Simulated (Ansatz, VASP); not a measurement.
# Two plane-wave programs on BN

File INCAR:

```
SYSTEM = BN
  PREC = Accurate
  ENCUT = 520
  EDIFF = 1E-7
  ISMEAR = 0
  SIGMA = 0.02
  LREAL = .FALSE.
  LASPH = .TRUE.
  NELM = 120
  ALGO = Normal
  ISIF = 2
  LWAVE = .FALSE.
  LCHARG = .FALSE.
  GGA = CA
  IBRION = 2
  NSW = 60
  EDIFFG = -0.002
  GGA_COMPAT = .FALSE.
  NELMIN = 4
```

KPOINTS

```
Automatic mesh
0
G
  9 9 6
  0 0 0
```

POSCAR

```
BN
1.0
    2.5214035392      0.0000000000      0.0000000000
   -1.2607017696      2.1835995181      0.0000000000
    0.0000000000      0.0000000000      4.2369422297
B N
2 2
Direct
    0.3333333333      0.6666666667     -0.0004003599
    0.6666666667      0.3333333333      0.4995996401
    0.3333333333      0.6666666667      0.3744003599
    0.6666666667      0.3333333333      0.8744003599
```

Input for Ansatz:

```yaml
crystal:
  lattice:
    - [2.5214035392, 0.0, 0.0]
    - [-1.2607017696, 2.1835995181, 0.0]
    - [0.0, 0.0, 4.2369422297]
  atoms:
    - { symbol: B, position: [0.3333333333, 0.6666666667, -0.0004003599] }
    - { symbol: B, position: [0.6666666667, 0.3333333333, 0.4995996401] }
    - { symbol: "N", position: [0.3333333333, 0.6666666667, 0.3744003599] }
    - { symbol: "N", position: [0.6666666667, 0.3333333333, 0.8744003599] }
basis:
  ecutwfc: 420
kpoints:
  mp_grid: { grid: [9, 9, 6] }
hamiltonian:
  xc: lda
  pseudopotentials: { kind: paw, azcp: { folder: soft_1 } }
scf:
  occupations: { method: gaussian, width: 0.02 }
output:
  forces: true
  stress: true
  eigenvalues: true
  write_density: true
  write_potential: true
  elf: true
  volumetric_format: npy
relax:
  adjacent_minimum: "off"
  f_tol: 0.002
  max_steps: 40
```

Change from the starting cell: strained cell.

Alike in both runs: task relaxation of the atoms; functional LDA; k mesh 9 × 9 × 6; occupations gaussian, width 0.02 eV; no spin polarisation.

|  | VASP | Ansatz |
| --- | --- | --- |
| version | VASP 6.6.1 | Ansatz 0.2.0 |
| potentials or method | VASP PAW LDA potentials, release 64 (B, N), cutoff 520 eV | scalar-relativistic, plane waves, PAW |
| valence electrons in the cell | 16 | 16 |

Ansatz gave:

* gap on the k mesh at the Fermi level, each at its own relaxed structure (eV): 4.89

Which values does VASP return?

gap on the k mesh at the Fermi level, each at its own relaxed structure (eV): 4.87.

Ansatz warns that its potentials were made for another functional, while VASP's fit it. LDA's correlation is that of Perdew and Zunger in VASP and of Perdew and Wang (1992) in Ansatz. Ansatz's warnings: stress scf threshold loose.
